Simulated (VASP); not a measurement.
A run of VASP 6.6.1 is set up as follows.

INCAR

```
PREC = Accurate
ENCUT = 520
EDIFF = 1E-6
ISMEAR = 0
SIGMA = 0.1
LREAL = F
LASPH = T
NELM = 150
ALGO = Normal
ISIF = 2
LWAVE = F
LCHARG = F
ISPIN = 2
MAGMOM = 1.84 1.84
LORBIT = 11
LMAXMIX = 4
GGA = PE
NBANDS = 20
```

File KPOINTS:

```
regular mesh
0
Gamma
  24 24 14
```

POSCAR

```
Co
1.0
    2.4921449340      0.0000000000      0.0000000000
   -1.2460724670      2.1582608228      0.0000000000
    0.0000000000      0.0000000000      4.0337444188
Co
2
Direct
    0.6666666667      0.3333333333      0.2500000000
    0.3333333333      0.6666666667      0.7500000000
```

Potentials or basis: VASP PAW PBE potentials, release 64 (Co).

The run is started by

```console
$ cat potpaw_PBE.64/Co/POTCAR > POTCAR
$ mpirun -np 1 vasp_std > vasp.out
```

(1) What does it give for the net moment?

(2) What does it give for the site moments?

(3) Predict the pressure.

Answers

(1) 3.22 μB per cell.

(2) Co +1.63 μB.

(3) -0.4 GPa.
